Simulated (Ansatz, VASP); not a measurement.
## One calculation of SnTe, two programs

File INCAR:

```
PREC = Accurate ; ENCUT = 520
EDIFF = 1E-7 ; ISMEAR = 0
SIGMA = 0.05 ; LREAL = F
LASPH = T ; NELM = 80
ALGO = Normal ; ISIF = 2
LWAVE = F ; LCHARG = F
GGA = PE ; NBANDS = 17
```

File KPOINTS:

```
regular mesh
0
Gamma
  8 8 8
```

The input POSCAR:

```
SnTe
1.0
    0.0030333626      3.4665918256      3.5260674002
    3.5184839936      0.0000000000      3.5291007629
    3.5154506310      3.4665918256      0.0030333626
Sn Te
1 1
Direct
   -0.0083076120      0.0083076120     -0.0083076120
    0.7583076120      0.7416923880      0.7583076120
```

Input for Ansatz:

```yaml
crystal:
  lattice:
    - [0.0030333626, 3.4665918256, 3.5260674002]
    - [3.5184839936, 0.0, 3.5291007629]
    - [3.515450631, 3.4665918256, 0.0030333626]
  atoms:
    - { symbol: Sn, position: [-0.008307612, 0.008307612, -0.008307612] }
    - { symbol: Te, position: [0.758307612, 0.741692388, 0.758307612] }
basis:
  ecutwfc: 420
kpoints:
  mp_grid: { grid: [8, 8, 8] }
hamiltonian:
  xc: pbe
scf:
  occupations: { method: gaussian, width: 0.05 }
output:
  forces: true
  stress: true
  eigenvalues: true
  write_density: true
  write_potential: true
  elf: true
  volumetric_format: npy
```

Alike in both runs: task single point; functional PBE; k mesh 8 × 8 × 8; occupations gaussian, width 0.05 eV; no spin polarisation.

```csv
,VASP,Ansatz
version,VASP 6.6.1,Ansatz 0.2.0
potentials or method,"VASP PAW PBE potentials, release 64 (Sn_d, Te), cutoff 520 eV","scalar-relativistic, plane waves, PAW"
valence electrons in the cell,20,30
```

Ansatz gave:

| Quantity | Value |
| --- | --- |
| gap on the k mesh at the Fermi level (eV) | none |
| pressure (GPa) | 2.6 |
| traceless stress, the component that is largest in VASP (GPa) | 1.23 |
| rms of the force components (eV/Å) | 0.202 |

Which values does VASP return?

gap on the k mesh at the Fermi level (eV): none; pressure (GPa): 2.6; traceless stress, the component that is largest in VASP (GPa): 1.24; rms of the force components (eV/Å): 0.203.

Atom by atom the forces differ by 0.001 eV/Å (rms over components). A gap of «none» marks a metal or a gap that the smearing closes. VASP's potentials hold 20 valence electrons a cell and Ansatz's 30, so a difference there can come from the potentials and not from the codes.

Neither program's run includes spin-orbit coupling.
